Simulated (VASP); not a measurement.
A run of VASP 6.6.1:

The input INCAR:

```
ALGO = Normal ; EDIFF = 1E-6
ENCUT = 520 ; GGA = PE
GGA_COMPAT = F ; ISIF = 2
ISMEAR = -1 ; IVDW = 12
LASPH = T ; LCHARG = F
LREAL = Auto ; LWAVE = F
NBANDS = 66 ; NELM = 120
PREC = Accurate ; SIGMA = 0.05
```

KPOINTS

```
k-points
0
Gamma
  1 1 1
```

POSCAR

```
H4CO
1.0
    7.3803230000      0.0000000000      0.0000000000
    0.0000000000      7.3803230000      0.0000000000
    0.0000000000      0.0000000000      7.3803230000
C O H
6 6 24
Direct
    0.9535490520     -0.0013549542      0.8070242996
    0.8582822188      0.1388692609      0.2735652627
    0.5267520134      0.7235320189      0.8699483749
    0.5758013572      0.5304374890      0.3547270221
    0.4246426613      0.2232558114      0.7735298306
    0.0576804023      0.5908007007      0.5376051970
    0.9197835921      0.1843550750      0.7816189075
    0.9975308669      0.0003658376      0.2579155411
    0.5926163394      0.8381069501      0.7254560539
    0.4949647868      0.4488421442      0.1940700969
    0.5623466615      0.1614427986      0.8978875315
    0.1310647244      0.4232064098      0.5775763473
    0.8876034287     -0.0717990256      0.6925442152
    0.7885020750      0.2090558909      0.8016586808
    1.0995724713     -0.0153651812      0.8020651671
    0.9214501859     -0.0397543576      0.9423706794
    0.8743926248      0.2541894169      0.1752904311
    1.0949791764      0.0431552928      0.3386166161
    0.7256728466      0.0808907686      0.2557069657
    0.8621167393      0.1954386007      0.4165806835
    0.4128274603      0.7887459668      0.9429939584
    0.7179089587      0.8285951712      0.6993596351
    0.4722964022      0.5997027501      0.8181213749
    0.6261108084      0.6925984134      0.9801468039
    0.4826211536      0.6400532876      0.3910533455
    0.5451522921      0.3226281560      0.1817264637
    0.5616285358      0.4364172137      0.4669307834
    0.7159442751      0.5866003426      0.3238069662
    0.3943187852      0.1271353571      0.6686699214
    0.5828335698      0.0378438721      0.8482149088
    0.2940250718      0.2484715100      0.8423073082
    0.4658739191      0.3503640694      0.7147519153
    0.0668127940      0.6242545211      0.3971099910
    0.0586966180      0.3580602096      0.6670033276
   -0.0770155995      0.6121412301      0.6005563713
    0.1424598896      0.6942108089      0.6048786754
```

Potentials or basis: VASP PAW PBE potentials, release 64 (C, O, H).

Command:

```console
$ cat potpaw_PBE.64/C/POTCAR potpaw_PBE.64/O/POTCAR potpaw_PBE.64/H/POTCAR > POTCAR
$ mpirun -np 1 vasp_gam > vasp.out
```

Hardware: 1 thread of AMD EPYC 7R43 64-Core Processor (Zen 3), with other jobs on the host.

Problem. How long does it take, and how much memory?

Solution. Run time: 55 s on 1 thread of AMD EPYC 7R43 64-Core Processor (Zen 3), on a shared host, peak memory 0.34 GiB. Counts: scf iterations 17, k points 1.
